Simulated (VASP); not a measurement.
# SrCrBr2 (R-3m) in VASP: a series of runs

Runs on SrCrBr2. Level: PBE. Tasks: single point.

Everything below comes from runs of VASP 6.6.1. Logs are shortened: lines on timing, memory, paths and dates and some standing lists are left out, and cuts for length are marked.

### 1 The cell of the first run

It takes space group R-3m (No. 166, trigonal). The conventional cell has a = 4.055 Å, b = 4.055 Å, c = 21.405 Å, α = 90.00°, β = 90.00°, γ = 120.00°. Sr (site symmetry -3m) has 6 Br at 3.34 Å and 6 Sr at 4.06 Å and 6 Cr at 4.27 Å within 4.4 Å. Cr (site symmetry -3m) has 6 Br at 2.62 Å within 3.5 Å. Br (site symmetry 3m) has 3 Cr at 2.62 Å and 3 Br at 3.33 Å and 3 Sr at 3.34 Å within 3.5 Å.

### 2 Single point, PBE, collinear spin, ferromagnetic start

Contents of INCAR:

```
SYSTEM = SrCrBr2
PREC = Accurate
ENCUT = 520
EDIFF = 1E-7
ISMEAR = 0
SIGMA = 0.1
LREAL = .FALSE.
LASPH = .TRUE.
NELM = 150
ALGO = Normal
ISIF = 2
LWAVE = .FALSE.
LCHARG = .TRUE.
ISPIN = 2
MAGMOM = 0 3 0 0
LORBIT = 11
LMAXMIX = 4
GGA = PE
LELF = .TRUE.
LVHAR = .TRUE.
NBANDS = 30
```

Contents of KPOINTS:

```
Automatic mesh
0
G
  6 6 6
  0 0 0
```

Contents of POSCAR:

```
SrCrBr2
1.0
    2.0276443230      1.1706609957      7.1351265187
   -2.0276443230      1.1706609957      7.1351265187
    0.0000000000     -2.3413219915      7.1351265187
Sr Cr Br
1 1 2
Direct
    0.0000000000      0.0000000000      0.0000000000
    0.5000000000      0.5000000000      0.5000000000
    0.2220000000      0.2220000000      0.2220000000
    0.7780000000      0.7780000000      0.7780000000
```

Potentials or basis: VASP PAW PBE potentials, release 64 (Sr_sv, Cr_pv, Br).

Run with:

```bash
> cat potpaw_PBE.64/Sr_sv/POTCAR potpaw_PBE.64/Cr_pv/POTCAR potpaw_PBE.64/Br/POTCAR > POTCAR
> mpirun -np 1 vasp_std > vasp.out
```

OUTCAR:

```text
SYSTEM = SrCrBr2
   PREC = Accurate
   ENCUT = 520
   EDIFF = 1E-7
   ISMEAR = 0
   LREAL = .FALSE.
   LASPH = .TRUE.
   NELM = 150
   ISIF = 2
   ISPIN = 2
   LORBIT = 11
   GGA = PE

 ion  position               nearest neighbor table
   1  0.000  0.000  0.000-   4 3.34   4 3.34   3 3.34   3 3.34   4 3.34   3 3.34
   2  0.500  0.500  0.500-   3 2.62   3 2.62   4 2.62   4 2.62   3 2.62   4 2.62
   3  0.222  0.222  0.222-   2 2.62   2 2.62   2 2.62   1 3.34   1 3.34   1 3.34
   4  0.778  0.778  0.778-   2 2.62   2 2.62   2 2.62   1 3.34   1 3.34   1 3.34

  LATTYP: Found a trigonal (rhomboedric) cell.
 ALAT       =     7.5094486552
 COS(alpha) =     0.8541865978

  Lattice vectors:

 A1 = (   2.0276443230,   1.1706609957,   7.1351265187)
 A2 = (  -2.0276443230,   1.1706609957,   7.1351265187)
 A3 = (   0.0000000000,  -2.3413219915,   7.1351265187)

Analysis of symmetry for initial positions (statically):
=====================================================================
 Subroutine PRICEL returns:
 Original cell was already a primitive cell.

 Routine SETGRP: Setting up the symmetry group for a
 trigonal (rhombohedral) supercell.

 Subroutine GETGRP returns: Found 12 space group operations
 (whereof 12 operations were pure point group operations)
 out of a pool of 12 trial point group operations.

The static configuration has the point symmetry D_3d.

Analysis of symmetry for dynamics (positions and initial velocities):
=====================================================================
 Subroutine PRICEL returns:
 Original cell was already a primitive cell.

 Routine SETGRP: Setting up the symmetry group for a
 trigonal (rhombohedral) supercell.

 Subroutine GETGRP returns: Found 12 space group operations
 (whereof 12 operations were pure point group operations)
 out of a pool of 12 trial point group operations.

The dynamic configuration has the point symmetry D_3d.

Analysis of structural, dynamic, and magnetic symmetry:
=====================================================================
 Subroutine PRICEL returns:
 Original cell was already a primitive cell.

 Routine SETGRP: Setting up the symmetry group for a
 trigonal (rhombohedral) supercell.

 Subroutine GETGRP returns: Found 12 space group operations
 (whereof 12 operations were pure point group operations)
 out of a pool of 12 trial point group operations.

The overall configuration has the point symmetry D_3d.

 Subroutine INISYM returns: Found 12 space group operations
 (whereof 12 operations are pure point group operations),
 and found     1 'primitive' translations

----------------------------------------------------------------------------------------

                                     Primitive cell

  volume of cell :     101.6192

  direct lattice vectors                    reciprocal lattice vectors
     2.027644323  1.170660996  7.135126519     0.246591571  0.142369710  0.046717228
    -2.027644323  1.170660996  7.135126519    -0.246591571  0.142369710  0.046717228
     0.000000000 -2.341321992  7.135126519     0.000000000 -0.284739420  0.046717228

  length of vectors
     7.509448655  7.509448655  7.509448655     0.288546421  0.288546421  0.288546421

  position of ions in fractional coordinates (direct lattice)
     0.000000000  0.000000000  0.000000000
     0.500000000  0.500000000  0.500000000
     0.222000000  0.222000000  0.222000000
     0.778000000  0.778000000  0.778000000

  ion indices of the primitive-cell ions
   primitive index   ion index
                 1           1
                 2           2
                 3           3
                 4           4

----------------------------------------------------------------------------------------

 KPOINTS: Automatic mesh

Automatic generation of k-mesh.
 Grid dimensions read from file:
 generate k-points for:    6    6    6

 Generating k-lattice:

  Cartesian coordinates                     Fractional coordinates (reciprocal lattice)
     0.041098595  0.023728285  0.007786205     0.166666667 -0.000000000  0.000000000
    -0.041098595  0.023728285  0.007786205    -0.000000000  0.166666667  0.000000000
     0.000000000 -0.047456570  0.007786205     0.000000000  0.000000000  0.166666667

  Length of vectors
     0.048091070  0.048091070  0.048091070

  Shift w.r.t. Gamma in fractional coordinates (k-lattice)
     0.000000000  0.000000000  0.000000000

 Subroutine IBZKPT returns following result:
 ===========================================

 Found     32 irreducible k-points:

 Following reciprocal coordinates:
            Coordinates               Weight
  0.000000  0.000000  0.000000      1.000000
  0.166667  0.000000 -0.000000      6.000000
  0.333333  0.000000 -0.000000      6.000000
  0.500000 -0.000000 -0.000000      3.000000
  0.166667  0.166667 -0.000000      6.000000
  0.333333  0.166667 -0.000000     12.000000
[... 16 lines left out ...]
  0.500000  0.500000  0.166667      6.000000
 -0.333333  0.500000  0.166667     12.000000
 [... further k-points ...]
   k-points           NKPTS =     32   k-points in BZ     NKDIM =     32   number of bands    NBANDS=     30
   number of dos      NEDOS =    301   number of ions     NIONS =      4
   total plane-waves  NPLWV = 175616
   dimension x,y,z NGX =    56 NGY =   56 NGZ =   56
   dimension x,y,z NGXF=   112 NGYF=  112 NGZF=  112
   ions per type =               1   1   2
   NGX,Y,Z   is equivalent  to a cutoff of  12.40, 12.40, 12.40 a.u.
   NGXF,Y,Z  is equivalent  to a cutoff of  24.79, 24.79, 24.79 a.u.
 SYSTEM =  SrCrBr2
   PREC   = accura    normal or accurate (medium, high low for compatibility)
   ISTART =      0    job   : 0-new  1-cont  2-samecut
   ICHARG =      2    charge: 1-file 2-atom 10-const
   ISPIN  =      2    spin polarized calculation?
   LNONCOLLINEAR =      F non collinear calculations
   LSORBIT =      F    spin-orbit coupling
   LASPH  =      T    aspherical Exc in radial PAW
   ENCUT  =  520.0 eV  38.22 Ry    6.18 a.u.  13.96 13.96 13.96*2*pi/ulx,y,z
   NELM   =    150;   NELMIN=  2; NELMDL= -5     # of ELM steps
   EDIFF  = 0.1E-06   stopping-criterion for ELM
   LREAL  =      F    real-space projection
   EDIFFG = 0.1E-05   stopping-criterion for IOM
   NSW    =      0    number of steps for IOM
   IBRION =     -1    ionic relax: 0-MD 1-quasi-New 2-CG
   NFREE  =      0    steps in history (QN), initial steepest desc. (CG)
   ISIF   =      2    stress and relaxation
   ISYM   =      2    0-nonsym 1-usesym 2-fastsym
   POTIM  = 0.5000    time-step for ionic-motion
   TEBEG  =    0.0;   TEEND  =   0.0 temperature during run
   PSTRESS=    0.0 pullay stress
   NELECT =      36.0000    total number of electrons
   NUPDOWN=      -1.0000    fix difference up-down
   EMIN   =  10.00;   EMAX   =-10.00  energy-range for DOS
   EFERMI =   0.00;   METHOD = LEGACY
   ISMEAR =     0;   SIGMA  =   0.10  broadening in eV -4-tet -1-fermi 0-gaus
   EFERMI_NEDOS =   21; number of points for ismear=-14 and -15
   IALGO  =     38    algorithm
   IMIX   =      4    mixing-type and parameters
     AMIX     =   0.40;   BMIX     =  1.00
     AMIX_MAG =   1.60;   BMIX_MAG =  1.00
  volume/ion in A,a.u.               =      25.40       171.44
  Fermi-wavevector in a.u.,A,eV,Ry     =   1.158378  2.189017 18.256843  1.341840
  Thomas-Fermi vector in A             =   2.294981
   LORBIT       =     11    0 simple, 1 ext, 2 COOP (PROOUT), +10 PAW based schemes
   GGA     = PE    functional components
   LHFCALC =     F    Hartree Fock is set to
   AEXX    =    0.0000 exact exchange contribution
   IVDW    =     0    specifies the selected vdW correction
   LEPSILON=     F    determine dielectric tensor
   LRPA    =     F    only Hartree local field effects (RPA)
 spin polarized calculation
 Gauss-broadening in eV      SIGMA  =   0.10
  energy-cutoff  :      520.00
  volume of cell :      101.62
 maximum number of plane-waves:      2766
   NGX = 27   NGY = 27   NGZ = 27

 number of electron      35.9999995 magnetization       4.2675975

 Free energy of the ion-electron system (eV)
  ---------------------------------------------------
  ext. energy  EPLUGINS =         0.00000000
  ---------------------------------------------------
  free energy    TOTEN  =       -16.22053707 eV

  energy without entropy =      -16.21635066  energy(sigma->0) =      -16.21844387

 E-fermi :   5.6920     XC(G=0):  -9.4173

 val. band max:        5.6595926905   @ k =   0.5000   0.5000   0.5000
 cond. band min:       5.6966668992   @ k =   0.5000   0.1667   0.0000
 fundamental gap:      0.0370742087
 Fermi energy:         5.6920092516

 spin component 1

 k-point     1 :       0.0000    0.0000    0.0000
  band No.  band energies     occupation
      1     -38.3627      1.00000
      2     -38.3627      1.00000
      3     -38.3481      1.00000
      4     -31.2124      1.00000
      5     -13.4355      1.00000
      6     -13.0682      1.00000
[... 22 lines left out ...]
     29       9.8539      0.00000
     30      11.1785      0.00000

 k-point     2 :       0.1667    0.0000   -0.0000
  band No.  band energies     occupation
      1     -38.3642      1.00000
      2     -38.3630      1.00000
      3     -38.3479      1.00000
      4     -31.2077      1.00000
      5     -13.4021      1.00000
      6     -13.1656      1.00000
[... 22 lines left out ...]
     29      10.7403      0.00000
     30      11.6598      0.00000

 k-point     3 :       0.3333    0.0000   -0.0000
  band No.  band energies     occupation
      1     -38.3672      1.00000
      2     -38.3637      1.00000
      3     -38.3474      1.00000
      4     -31.1982      1.00000
      5     -13.3392      1.00000
      6     -13.3025      1.00000
[... 682 lines left out ...]
     29      11.0712      0.00000
     30      11.9489      0.00000

 k-point    24 :      -0.3333    0.5000    0.1667
  band No.  band energies     occupation
      1     -38.3679      1.00000
      2     -38.3649      1.00000
      3     -38.3472      1.00000
      4     -31.1934      1.00000
      5     -13.3498      1.00000
      6     -13.2865      1.00000
[... 22 lines left out ...]
     29      11.2582      0.00000
     30      11.7645      0.00000

 [... further k-points ...]

 spin component 2

 k-point     1 :       0.0000    0.0000    0.0000
  band No.  band energies     occupation
      1     -34.3970      1.00000
      2     -34.3970      1.00000
      3     -34.3700      1.00000
      4     -31.2723      1.00000
      5     -13.4624      1.00000
      6     -13.1617      1.00000
[... 22 lines left out ...]
     29      10.7012      0.00000
     30      11.2506      0.00000

 k-point     2 :       0.1667    0.0000   -0.0000
  band No.  band energies     occupation
      1     -34.3992      1.00000
      2     -34.3975      1.00000
      3     -34.3696      1.00000
      4     -31.2673      1.00000
      5     -13.4303      1.00000
      6     -13.2580      1.00000
[... 22 lines left out ...]
     29      11.6660      0.00000
     30      11.9197      0.00000

 k-point     3 :       0.3333    0.0000   -0.0000
  band No.  band energies     occupation
      1     -34.4036      1.00000
      2     -34.3985      1.00000
      3     -34.3689      1.00000
      4     -31.2572      1.00000
      5     -13.4216      1.00000
      6     -13.3547      1.00000
[... 682 lines left out ...]
     29      11.6056      0.00000
     30      12.4252      0.00000

 k-point    24 :      -0.3333    0.5000    0.1667
  band No.  band energies     occupation
      1     -34.4047      1.00000
      2     -34.4001      1.00000
      3     -34.3685      1.00000
      4     -31.2521      1.00000
      5     -13.4506      1.00000
      6     -13.3263      1.00000
[... 22 lines left out ...]
     29      11.2886      0.00000
     30      12.2947      0.00000

 [... further k-points ...]
[... 5 lines left out ...]
  --------------------------------------------------------------------------------------
  -------------------------------------------------------------------------------------
  Total        4.7384321      4.7384321      3.6991144      0.0000000     -0.0000000      0.0000000
  in kB       74.7083922     74.7083922     58.3220115      0.0000000     -0.0000000      0.0000000
  external PRESSURE =      69.2462653 kB  Pullay stress =       0.0000000 kB

 VOLUME and BASIS-vectors are now :
 -----------------------------------------------------------------------------
  energy-cutoff  :      520.00
  volume of cell :      101.62
      direct lattice vectors                 reciprocal lattice vectors
     2.027644323  1.170660996  7.135126519     0.246591571  0.142369710  0.046717228
    -2.027644323  1.170660996  7.135126519    -0.246591571  0.142369710  0.046717228
     0.000000000 -2.341321992  7.135126519     0.000000000 -0.284739420  0.046717228

 POSITION                                       TOTAL-FORCE (eV/Angst)
 -----------------------------------------------------------------------------------
      0.00000      0.00000      0.00000         0.000000     -0.000000      0.000000
      0.00000     -0.00000     10.70269         0.000000     -0.000000      0.000000
      0.00000     -0.00000      4.75199         0.000000     -0.000000      1.482896
      0.00000     -0.00000     16.65339         0.000000      0.000000     -1.482896
 -----------------------------------------------------------------------------------
    total drift:                                0.000000     -0.000000      0.000000

  FREE ENERGIE OF THE ION-ELECTRON SYSTEM (eV)
  ---------------------------------------------------
  free  energy   TOTEN  =       -16.2205370748 eV

  energy  without entropy=      -16.2163506615  energy(sigma->0) =      -16.21844387

 total charge

# of ion       s       p       d       tot
------------------------------------------
    1        2.032   5.726   0.223   7.981
    2        0.172   6.134   4.363  10.669
    3        1.619   3.260   0.050   4.929
    4        1.619   3.260   0.050   4.929
--------------------------------------------------
tot          5.442  18.380   4.686  28.508

 magnetization (x)

# of ion       s       p       d       tot
------------------------------------------
    1       -0.011  -0.003  -0.080  -0.094
    2        0.045   0.032   3.966   4.042
    3        0.011  -0.014   0.027   0.024
    4        0.011  -0.014   0.027   0.024
--------------------------------------------------
tot          0.056   0.000   3.940   3.997
```

Run time: 7.6 min. Hardware: 1 thread of Intel Xeon Platinum 8559C (Emerald Rapids), shared host; peak memory 0.62 GiB.

Results:

```yaml
Free_energy: -16.2205 eV
Pressure: 6.9 GPa
Largest_force: 1.483 eV/Å
Net_moment: 4.27 μB per cell
Site_moments: Sr -0.09; Cr +4.04; Br +0.02 μB
Valence_electrons_inside_the_program's_atomic_spheres: Sr 7.98; Cr 10.67; Br 4.93
```

Forces on the atoms (eV/Å):
```
Sr   0.000  0.000  0.000
Cr   0.000  0.000  0.000
Br   0.000  0.000  1.483
Br   0.000  0.000 -1.483
```

Caveat: the cell stands under pressure; semilocal functionals often make such compounds metallic where correlation or magnetic order opens a gap, which also shifts bond lengths; forces of over 1 eV/Å act on the atoms, so gaps and moduli don't describe the material at rest.

### 3 Single point, PBE, collinear spin

This run uses another cell than the first one, of 28.88 Å³/atom.

Contents of INCAR:

```
SYSTEM = SrCrBr2
PREC     = Accurate       ! precision mode
ENCUT    = 520            ! plane-wave cutoff, eV
EDIFF    = 1E-6           ! SCF threshold, eV
ISMEAR   = 0              ! smearing method
SIGMA    = 0.1            ! smearing width, eV
LREAL    = .False.        ! projectors in reciprocal space
LASPH    = .True.         ! aspherical terms in the spheres
NELM     = 150            ! most SCF steps
ALGO     = Normal         ! electronic algorithm
ISIF     = 2              ! what is computed and relaxed
LWAVE    = .False.        ! write WAVECAR
LCHARG   = .False.        ! write CHGCAR
ISPIN    = 2              ! spin polarisation
MAGMOM   = -0.14 4.28 0 0 ! initial moments
LORBIT   = 11             ! projections on sites
LMAXMIX  = 4              ! l up to which the mixer works
GGA      = PE             ! functional
NBANDS   = 30             ! bands
```

Contents of KPOINTS:

```
regular mesh
0
Gamma
  6 6 6
  0 0 0
```

Contents of POSCAR:

```
SrCrBr2
1.0
    2.1022874611      1.2137562316      7.5459602444
   -2.1022874611      1.2137562316      7.5459602444
    0.0000000000     -2.4275124632      7.5459602444
Sr Cr Br
1 1 2
Direct
    0.0000000000      0.0000000000      0.0000000000
    0.5000000000      0.5000000000      0.5000000000
    0.2323359509      0.2323359509      0.2323359509
    0.7676640491      0.7676640491      0.7676640491
```

Potentials or basis: VASP PAW PBE potentials, release 64 (Sr_sv, Cr_pv, Br).

Run with:

```bash
> cat potpaw_PBE.64/Sr_sv/POTCAR potpaw_PBE.64/Cr_pv/POTCAR potpaw_PBE.64/Br/POTCAR > POTCAR
> mpirun -np 1 vasp_std > vasp.out
```

It took 7.2 min on 1 thread of Intel Xeon Platinum 8559C (Emerald Rapids), shared host; peak memory 0.72 GiB.

It converged, with:

```yaml
Free_energy: -16.7477 eV
Pressure: 0.1 GPa
Largest_force: 0.012 eV/Å
Net_moment: 4.28 μB per cell
Site_moments: Sr -0.12; Cr +4.20; Br -0.00 μB
Valence_electrons_inside_the_program's_atomic_spheres: Sr 7.96; Cr 10.54; Br 4.87
```

Forces in eV/Å, atoms in the order of the input:
```
Sr   0.000  0.000  0.000
Cr   0.000  0.000  0.000
Br   0.000  0.000 -0.012
Br   0.000  0.000  0.012
```

Stress tensor (GPa, compression positive):
```
0.06 0.00 0.00
0.00 0.06 0.00
0.00 0.00 0.26
```

Levels at points of the mesh, in eV from the Fermi level:
Spin up:
| k point | band 17 | band 18 | band 19 | band 20 | band 21 | band 22 | band 23 | band 24 |
| --- | --- | --- | --- | --- | --- | --- | --- | --- |
| (0.00, 0.00, 0.00) | -1.56 | -1.56 | -1.38 | -0.78 | -0.78 | 0.93 | 0.97 | 2.21 |
| (0.50, 0.00, 0.00) | -1.22 | -1.21 | -0.68 | -0.64 | 0.25 | 1.40 | 1.44 | 2.63 |
| (0.50, 0.50, 0.00) | -1.23 | -1.21 | -0.73 | -0.72 | 0.25 | 0.80 | 1.12 | 3.19 |
| (0.50, 0.50, 0.50) | -1.55 | -1.53 | -0.64 | -0.64 | -0.01 | 0.21 | 0.44 | 2.19 |
Spin down:
```
           k point  band 13  band 14  band 15  band 16  band 17  band 18  band 19  band 20
(0.00, 0.00, 0.00)    -4.92    -4.78    -4.78    -1.76     0.53     1.24     1.24     1.39
(0.50, 0.00, 0.00)    -5.57    -5.41    -5.20    -0.32     0.87     1.57     1.67     2.31
(0.50, 0.50, 0.00)    -5.48    -5.42    -5.30    -0.84     0.83     0.97     2.19     2.22
(0.50, 0.50, 0.50)    -5.26    -4.90    -4.90    -0.71     0.49     0.79     1.73     1.73
```

Caveat: semilocal functionals often make such compounds metallic where correlation or magnetic order opens a gap, which also shifts bond lengths.
